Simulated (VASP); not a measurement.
# WC in VASP: a series of runs, part 3 of 3

VASP 6.6.1.

**5. Single point, PBE, non-collinear spin, zero start, spin-orbit coupling**

INCAR

```
SYSTEM = WC
PREC = Accurate
ENCUT = 520
EDIFF = 1E-6
ISMEAR = -1
SIGMA = 0.1
LREAL = .False.
LASPH = .True.
NELM = 150
ALGO = Normal
ISIF = 2
LWAVE = .False.
LCHARG = .False.
MAGMOM = 0 0 0 0 0 0
LORBIT = 11
LSORBIT = .True.
GGA_COMPAT = .False.
LORBMOM = .True.
LMAXMIX = 4
GGA = PE
NBANDS = 30
```

KPOINTS

```
regular mesh
0
Gamma
  14 14 14
  0 0 0
```

POSCAR

```
WC
1.0
    0.0000000000      2.1926840000      2.1926840000
    2.1926840000      0.0000000000      2.1926840000
    2.1926840000      2.1926840000      0.0000000000
W C
1 1
Direct
    0.0000000000      0.0000000000      0.0000000000
    0.5000000000      0.5000000000      0.5000000000
```

Potentials or basis: VASP PAW PBE potentials, release 64 (W_sv, C).

Launch:

```
$ cat potpaw_PBE.64/W_sv/POTCAR potpaw_PBE.64/C/POTCAR > POTCAR
$ mpirun -np 1 vasp_ncl > vasp.out
```

OUTCAR:

```text
SYSTEM = WC
   PREC = Accurate
   ENCUT = 520
   EDIFF = 1E-6
   ISMEAR = -1
   LREAL = .False.
   LASPH = .True.
   NELM = 150
   ISIF = 2
   LORBIT = 11
   LSORBIT = .True.
   GGA = PE

 ion  position               nearest neighbor table
   1  0.000  0.000  0.000-   2 2.19   2 2.19   2 2.19   2 2.19   2 2.19   2 2.19
   2  0.500  0.500  0.500-   1 2.19   1 2.19   1 2.19   1 2.19   1 2.19   1 2.19

  LATTYP: Found a face centered cubic cell.
 ALAT       =     4.3853680000

  Lattice vectors:

 A1 = (   0.0000000000,   2.1926840000,   2.1926840000)
 A2 = (   2.1926840000,   0.0000000000,   2.1926840000)
 A3 = (   2.1926840000,   2.1926840000,   0.0000000000)

Analysis of symmetry for initial positions (statically):
=====================================================================
 Subroutine PRICEL returns:
 Original cell was already a primitive cell.

 Routine SETGRP: Setting up the symmetry group for a
 face centered cubic supercell.

 Subroutine GETGRP returns: Found 48 space group operations
 (whereof 48 operations were pure point group operations)
 out of a pool of 48 trial point group operations.

The static configuration has the point symmetry O_h .

Analysis of symmetry for dynamics (positions and initial velocities):
=====================================================================
 Subroutine PRICEL returns:
 Original cell was already a primitive cell.

 Routine SETGRP: Setting up the symmetry group for a
 face centered cubic supercell.

 Subroutine GETGRP returns: Found 48 space group operations
 (whereof 48 operations were pure point group operations)
 out of a pool of 48 trial point group operations.

The dynamic configuration has the point symmetry O_h .

Analysis of structural, dynamic, and magnetic symmetry:
=====================================================================
 Subroutine PRICEL returns:
 Original cell was already a primitive cell.

 Routine SETGRP: Setting up the symmetry group for a
 face centered cubic supercell.

 Subroutine GETGRP returns: Found 48 space group operations
 (whereof 48 operations were pure point group operations)
 out of a pool of 48 trial point group operations.

The overall configuration has the point symmetry O_h .

 Subroutine INISYM returns: Found 48 space group operations
 (whereof 48 operations are pure point group operations),
 and found     1 'primitive' translations

----------------------------------------------------------------------------------------

                                     Primitive cell

  volume of cell :      21.0842

  direct lattice vectors                    reciprocal lattice vectors
     0.000000000  2.192684000  2.192684000    -0.228031034  0.228031034  0.228031034
     2.192684000  0.000000000  2.192684000     0.228031034 -0.228031034  0.228031034
     2.192684000  2.192684000  0.000000000     0.228031034  0.228031034 -0.228031034
[... 936 lines left out ...]

  FORCE on cell =-STRESS in cart. coord.  units (eV):
  Direction    XX          YY          ZZ          XY          YZ          ZX
  --------------------------------------------------------------------------------------
  -------------------------------------------------------------------------------------
  Total        0.0888994      0.0888994      0.0888994      0.0000000      0.0000000      0.0000000
  in kB        6.7554034      6.7554034      6.7554034      0.0000000      0.0000000      0.0000000
  external PRESSURE =       6.7554034 kB  Pullay stress =       0.0000000 kB

 VOLUME and BASIS-vectors are now :
 -----------------------------------------------------------------------------
  energy-cutoff  :      520.00
  volume of cell :       21.08
      direct lattice vectors                 reciprocal lattice vectors
     0.000000000  2.192684000  2.192684000    -0.228031034  0.228031034  0.228031034
     2.192684000  0.000000000  2.192684000     0.228031034 -0.228031034  0.228031034
     2.192684000  2.192684000  0.000000000     0.228031034  0.228031034 -0.228031034

 POSITION                                       TOTAL-FORCE (eV/Angst)
 -----------------------------------------------------------------------------------
      0.00000      0.00000      0.00000        -0.000000     -0.000000      0.000000
      2.19268      2.19268      2.19268         0.000000      0.000000     -0.000000
 -----------------------------------------------------------------------------------
    total drift:                                0.000000     -0.000000     -0.000000

  FREE ENERGIE OF THE ION-ELECTRON SYSTEM (eV)
  ---------------------------------------------------
  free  energy   TOTEN  =       -22.3167334477 eV

  energy  without entropy=      -22.2807207799  energy(sigma->0) =      -22.29872711

 orbital moment (x)

 # of ion     p       d       tot
 ----------------------------------------
  1         0.000  -0.000  -0.000
  2         0.000   0.000   0.000
 ----------------------------------------
            0.000  -0.000  -0.000

 orbital moment (y)

 # of ion     p       d       tot
 ----------------------------------------
  1         0.000   0.000   0.000
  2         0.000   0.000   0.000
 ----------------------------------------
            0.000   0.000   0.000

 orbital moment (z)

 # of ion     p       d       tot
 ----------------------------------------
  1         0.000   0.000   0.000
  2         0.000   0.000   0.000
 ----------------------------------------
            0.000   0.000   0.000

 Spin-Orbit-Coupling matrix elements

 Ion:    1  E_soc:     -1.4782379
 l=   1
     0.0000000    -0.2181227    -0.2181227
    -0.2181227     0.0000000    -0.2181227
    -0.2181227    -0.2181227     0.0000000
 l=   2
     0.0000000    -0.0075491     0.0000000    -0.0075491    -0.0207013
    -0.0075491     0.0000000    -0.0155259    -0.0075491    -0.0051753
     0.0000000    -0.0155259     0.0000000    -0.0155259     0.0000000
    -0.0075491    -0.0075491    -0.0155259     0.0000000    -0.0051753
    -0.0207013    -0.0051753     0.0000000    -0.0051753     0.0000000
 l=   3
     0.0000000     0.0000000     0.0000000     0.0000000     0.0000000     0.0000000     0.0000000
     0.0000000     0.0000000     0.0000000     0.0000000     0.0000000     0.0000000     0.0000000
     0.0000000     0.0000000     0.0000000     0.0000000     0.0000000     0.0000000     0.0000000
     0.0000000     0.0000000     0.0000000     0.0000000     0.0000000     0.0000000     0.0000000
     0.0000000     0.0000000     0.0000000     0.0000000     0.0000000     0.0000000     0.0000000
     0.0000000     0.0000000     0.0000000     0.0000000     0.0000000     0.0000000     0.0000000
     0.0000000     0.0000000     0.0000000     0.0000000     0.0000000     0.0000000     0.0000000

 Ion:    2  E_soc:     -0.0002327
 l=   1
     0.0000000    -0.0000388    -0.0000388
    -0.0000388     0.0000000    -0.0000388
    -0.0000388    -0.0000388     0.0000000
 l=   2
     0.0000000     0.0000000     0.0000000     0.0000000     0.0000000
     0.0000000     0.0000000     0.0000000     0.0000000     0.0000000
     0.0000000     0.0000000     0.0000000     0.0000000     0.0000000
     0.0000000     0.0000000     0.0000000     0.0000000     0.0000000
     0.0000000     0.0000000     0.0000000     0.0000000     0.0000000
 l=   3
     0.0000000     0.0000000     0.0000000     0.0000000     0.0000000     0.0000000     0.0000000
     0.0000000     0.0000000     0.0000000     0.0000000     0.0000000     0.0000000     0.0000000
     0.0000000     0.0000000     0.0000000     0.0000000     0.0000000     0.0000000     0.0000000
     0.0000000     0.0000000     0.0000000     0.0000000     0.0000000     0.0000000     0.0000000
     0.0000000     0.0000000     0.0000000     0.0000000     0.0000000     0.0000000     0.0000000
     0.0000000     0.0000000     0.0000000     0.0000000     0.0000000     0.0000000     0.0000000
     0.0000000     0.0000000     0.0000000     0.0000000     0.0000000     0.0000000     0.0000000

 total charge

# of ion       s       p       d       tot
------------------------------------------
    1        2.308   6.362   3.393  12.063
    2        0.858   1.580   0.000   2.438
--------------------------------------------------
tot          3.166   7.943   3.393  14.502

 magnetization (x)

# of ion       s       p       d       tot
------------------------------------------
    1        0.000  -0.000   0.000   0.000
    2        0.000  -0.000   0.000  -0.000
--------------------------------------------------
tot          0.000  -0.000   0.000   0.000

 magnetization (y)

# of ion       s       p       d       tot
------------------------------------------
    1        0.000  -0.000  -0.000  -0.000
    2        0.000   0.000   0.000   0.000
--------------------------------------------------
tot          0.000  -0.000  -0.000  -0.000

 magnetization (z)

# of ion       s       p       d       tot
------------------------------------------
    1        0.000  -0.000   0.000   0.000
    2       -0.000  -0.000   0.000  -0.000
--------------------------------------------------
tot          0.000  -0.000   0.000   0.000
```

stdout:

```text
POSCAR found type information on POSCAR W C
 POSCAR found :  2 types and       2 ions
 scaLAPACK will be used
 LDA part: xc-table for (Slater+PW92), standard interpolation
 POSCAR, INCAR and KPOINTS ok, starting setup
 FFT: planning ... GRIDC
 FFT: planning ... GRID_SOFT
 FFT: planning ... GRID
 WAVECAR not read
 entering main loop
```

It took 2.8 min on 1 thread of Intel Xeon 8259CL, shared host; peak memory 0.26 GiB.

What came out:

* Free energy: -22.3167 eV
* Pressure: 0.7 GPa
* Net moment: 0.00 μB per cell
* Valence electrons inside the program's atomic spheres: W 12.06; C 2.44

Moments on the atoms (μB; x, y, z):
```
W   0.00 0.00 0.00
C   0.00 0.00 0.00
```

**6. Single point, HSE06**

This run uses another cell than the first one, of 10.12 Å³/atom.

POSCAR

```
WC
1.0
    0.0000000000      2.1630495024      2.1630495024
    2.1630495024      0.0000000000      2.1630495024
    2.1630495024      2.1630495024      0.0000000000
W C
1 1
Direct
    0.0000000000      0.0000000000      0.0000000000
    0.5000000000      0.5000000000      0.5000000000
```

INCAR.step1

```
ALGO = Normal
EDIFF = 1E-5
ENCUT = 520
GGA = PE
ISIF = 2
ISMEAR = -1
LASPH = True
LCHARG = False
LREAL = False
LWAVE = True
NBANDS = 16
NELM = 100
PREC = Accurate
SIGMA = 0.05
```

INCAR.step2

```
ALGO = Normal
EDIFF = 1E-6
ENCUT = 520
GGA = PE
HFSCREEN = 0.2079
ISIF = 2
ISMEAR = -1
ISTART = 1
LASPH = True
LCHARG = False
LHFCALC = True
LREAL = False
LWAVE = False
NBANDS = 16
NELM = 100
PREC = Accurate
PRECFOCK = Normal
SIGMA = 0.05
```

KPOINTS

```
k-points
0
Gamma
  6 6 6
```

Potentials or basis: VASP PAW PBE potentials, release 64 (W_sv, C).

Launch:

```
$ cat potpaw_PBE.64/W_sv/POTCAR potpaw_PBE.64/C/POTCAR > POTCAR
$ cp INCAR.step1 INCAR
$ mpirun -np 1 vasp_std > vasp.out
$ cp INCAR.step2 INCAR
$ mpirun -np 1 vasp_std > vasp.out
```

OUTCAR:

```text
EDIFF = 1E-6
   ENCUT = 520
   GGA = PE
   HFSCREEN = 0.2079
   ISIF = 2
   ISMEAR = -1
   ISTART = 1
   LASPH = True
   LHFCALC = True
   LREAL = False
   NELM = 100
   PREC = Accurate
   PRECFOCK = Normal

 ion  position               nearest neighbor table
   1  0.000  0.000  0.000-   2 2.16   2 2.16   2 2.16   2 2.16   2 2.16   2 2.16
   2  0.500  0.500  0.500-   1 2.16   1 2.16   1 2.16   1 2.16   1 2.16   1 2.16

  LATTYP: Found a face centered cubic cell.
 ALAT       =     4.3260990048

  Lattice vectors:

 A1 = (   0.0000000000,   2.1630495024,   2.1630495024)
 A2 = (   2.1630495024,   0.0000000000,   2.1630495024)
 A3 = (   2.1630495024,   2.1630495024,   0.0000000000)

Analysis of symmetry for initial positions (statically):
=====================================================================
 Subroutine PRICEL returns:
 Original cell was already a primitive cell.

 Routine SETGRP: Setting up the symmetry group for a
 face centered cubic supercell.

[... 160 lines left out ...]
  free energy    TOTEN  =       -24.80135991 eV

  energy without entropy =      -24.79345955  energy(sigma->0) =      -24.79740973

 E-fermi :  13.0223     XC(G=0): -11.3394

 val. band max:       12.9481026088   @ k =  -0.3333   0.1667   0.0000
 cond. band min:      13.3460874922   @ k =  -0.3333   0.3333   0.1667
 fundamental gap:      0.3979848834
 Fermi energy:        13.0222809432

 k-point     1 :       0.0000    0.0000    0.0000
  band No.  band energies     occupation
      1     -66.6734      2.00000
      2     -29.1509      2.00000
      3     -29.1509      2.00000
      4     -29.1509      2.00000
      5      -5.1917      2.00000
      6       9.6574      2.00000
[... 281 lines left out ...]
      3     -29.5599      2.00000
      4     -29.4496      2.00000
      5      -2.0459      2.00000
      6       5.7945      2.00000
[... 8 lines left out ...]
     15      26.3593      0.00000
     16      28.9459      0.00000

------------------------ aborting loop because EDIFF is reached ----------------------------------------

  FORCE on cell =-STRESS in cart. coord.  units (eV):
  Direction    XX          YY          ZZ          XY          YZ          ZX
  --------------------------------------------------------------------------------------
  -------------------------------------------------------------------------------------
  Total        0.7987866      0.7987866      0.7987866      0.0000000      0.0000000     -0.0000000
  in kB       63.2283661     63.2283661     63.2283661      0.0000000      0.0000000     -0.0000000
  external PRESSURE =      63.2283661 kB  Pullay stress =       0.0000000 kB

 VOLUME and BASIS-vectors are now :
 -----------------------------------------------------------------------------
  energy-cutoff  :      520.00
  volume of cell :       20.24
      direct lattice vectors                 reciprocal lattice vectors
     0.000000000  2.163049502  2.163049502    -0.231155135  0.231155135  0.231155135
     2.163049502  0.000000000  2.163049502     0.231155135 -0.231155135  0.231155135
     2.163049502  2.163049502  0.000000000     0.231155135  0.231155135 -0.231155135

 POSITION                                       TOTAL-FORCE (eV/Angst)
 -----------------------------------------------------------------------------------
      0.00000      0.00000      0.00000        -0.000000     -0.000000     -0.000000
      2.16305      2.16305      2.16305         0.000000      0.000000      0.000000
 -----------------------------------------------------------------------------------
    total drift:                                0.000004      0.000002      0.000002

  FREE ENERGIE OF THE ION-ELECTRON SYSTEM (eV)
  ---------------------------------------------------
  free  energy   TOTEN  =       -24.8013599073 eV

  energy  without entropy=      -24.7934595454  energy(sigma->0) =      -24.79740973
```

OUTCAR.step1:

```text
EDIFF = 1E-5
   ENCUT = 520
   GGA = PE
   ISIF = 2
   ISMEAR = -1
[... 513 lines left out ...]
 -----------------------------------------------------------------------------------
      0.00000      0.00000      0.00000         0.000000      0.000000      0.000000
      2.16305      2.16305      2.16305        -0.000000     -0.000000     -0.000000
 -----------------------------------------------------------------------------------
    total drift:                                0.000000     -0.000000     -0.000000

  FREE ENERGIE OF THE ION-ELECTRON SYSTEM (eV)
  ---------------------------------------------------
  free  energy   TOTEN  =       -21.4600864155 eV

  energy  without entropy=      -21.4510753602  energy(sigma->0) =      -21.45558089
```

OSZICAR.step1:

```text
N       E                     dE             d eps       ncg     rms          rms(c)
DAV:   1     0.109081112040E+03    0.10908E+03   -0.92953E+03   512   0.126E+03
DAV:   2    -0.219195433342E+02   -0.13100E+03   -0.12688E+03   648   0.339E+02
DAV:   3    -0.249343449492E+02   -0.30148E+01   -0.30101E+01   512   0.481E+01
DAV:   4    -0.249481071594E+02   -0.13762E-01   -0.13761E-01   704   0.377E+00
DAV:   5    -0.249482110741E+02   -0.10391E-03   -0.10391E-03   520   0.303E-01    0.333E+01
DAV:   6    -0.215583652753E+02    0.33898E+01   -0.85309E+00   616   0.278E+01    0.886E+00
DAV:   7    -0.214866601933E+02    0.71705E-01   -0.41246E-01   512   0.532E+00    0.692E+00
DAV:   8    -0.214649375275E+02    0.21723E-01   -0.73743E-02   560   0.206E+00    0.166E+00
DAV:   9    -0.214601195690E+02    0.48180E-02   -0.78457E-03   536   0.573E-01    0.121E-01
DAV:  10    -0.214600901590E+02    0.29410E-04   -0.55491E-04   584   0.210E-01    0.119E-01
DAV:  11    -0.214600864155E+02    0.37434E-05   -0.44581E-05   576   0.541E-02
   1 F= -.21460086E+02 E0= -.21455581E+02  d E =-.901106E-02
```

It took 27 min on 1 thread of Intel Xeon Platinum 8488C (Sapphire Rapids), shared host; peak memory 0.26 GiB.

What came out:

```yaml
Free_energy: -24.8014 eV
Pressure: 6.3 GPa
Band_gap_on_the_k_mesh: zero (bands 9 and 10 overlap by 3.57 eV)
```

Levels at points of the mesh, in eV from the Fermi level:
```tsv
k point	band 5	band 6	band 7	band 8	band 9	band 10	band 11	band 12	band 13	band 14
(0.00, 0.00, 0.00)	-18.21	-3.36	-3.36	-3.36	-1.41	-1.41	-1.41	-1.03	-1.03	7.83
(0.50, 0.00, 0.00)	-12.94	-11.50	-7.87	-7.87	1.39	1.39	3.07	5.40	10.36	10.36
(0.50, 0.50, 0.00)	-15.82	-6.90	-6.67	-3.15	-3.15	1.26	2.96	2.96	6.62	8.73
```

Caveat: the k points lie up to 0.42 Å⁻¹ apart, too coarse for converged energies and pressures of a metal; the PAW data sets were made with another functional, which shifts forces and pressure a little; spin-orbit coupling is left out, which moves the levels of the heavy elements.

**7. Overview**

| level | spin | cell | k mesh | smearing | grid for exact exchange (PRECFOCK) | share of exact exchange | screening parameter | gap on the mesh (eV) | pressure (GPa) | moment (μB) | largest force (eV/Å) |
| --- | --- | --- | --- | --- | --- | --- | --- | --- | --- | --- | --- |
| r2SCAN | off | a = 3.101 Å, angles 60.0°, 2 atoms, atomic positions A | 8 × 8 × 8 | gaussian 0.05 eV | - | - | - | none | -1.5 | - | 0.57 |
| r2SCAN | off | a = 3.101 Å, angles 60.0°, 2 atoms, atomic positions A | 9 × 9 × 9 | gaussian 0.05 eV | - | - | - | none | -1.4 | - | 0.55 |
| PBE | non-collinear, zero start, SOC | a = 3.101 Å, angles 60.0°, 2 atoms, atomic positions B | 12 × 12 × 12 | fermi-dirac 0.1 eV | - | - | - | - | 0.5 | 0.00 | - |
| PBE | non-collinear, zero start, SOC | a = 3.101 Å, angles 60.0°, 2 atoms, atomic positions B | 14 × 14 × 14 | fermi-dirac 0.1 eV | - | - | - | - | 0.7 | 0.00 | - |
| HSE06 | off | a = 3.059 Å, angles 60.0°, 2 atoms, atomic positions B | 6 × 6 × 6 | fermi-dirac 0.05 eV | Normal | 0.25 | 0.2079 1/Å | none | 6.3 | - | - |

Alike in all rows: task single point; potentials or basis VASP PAW PBE potentials, release 64 (W_sv, C); cutoff (eV) 520.

Caveats: some runs use coarse meshes; the PAW data sets were made with another functional, which shifts forces and pressure a little (at least some runs); spin-orbit coupling is left out, which moves the levels of the heavy elements (at least some runs).

Total energies depend on the potentials used, so only differences within one code and one set of settings carry meaning.

The gap in the log of VASP goes by the Fermi energy; the results here count the filled bands.